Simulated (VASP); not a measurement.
**Ag: single point with PBE**

Ag:

```
Ag
1.0
     0.00000    2.04275    2.04275
     2.04275    0.00000    2.04275
     2.04275    2.04275    0.00000
Ag
1
Direct
  0.00000 0.00000 0.00000
```

```json
{
 "Program": "VASP 6.6.1",
 "Task": "single point",
 "Functional": "PBE",
 "Potentials or basis": "VASP PAW PBE potentials, release 64 (Ag)",
 "Cutoff": "520 eV",
 "k mesh": "11 × 11 × 11",
 "Occupations": "gaussian, width 0.023 eV",
 "Spin": "no spin polarisation",
 "Dipole correction": "no",
 "Further INCAR settings": "ALGO = Fast; EDIFF = 1e-07; NBANDS = 12"
}
```

```yaml
Pressure: 4.1 GPa
```

Levels at points of the mesh, in eV from the Fermi level:
```tsv
k point	band 4	band 5	band 6	band 7	band 8	band 9
(0.00, 0.00, 0.00)	-5.09	-4.05	-4.05	15.76	19.34	19.34
```

It took 5 s on 1 thread of Intel(R) Xeon(R) 6975P-C (Granite Rapids) (shared host), peak memory 0.14 GiB.
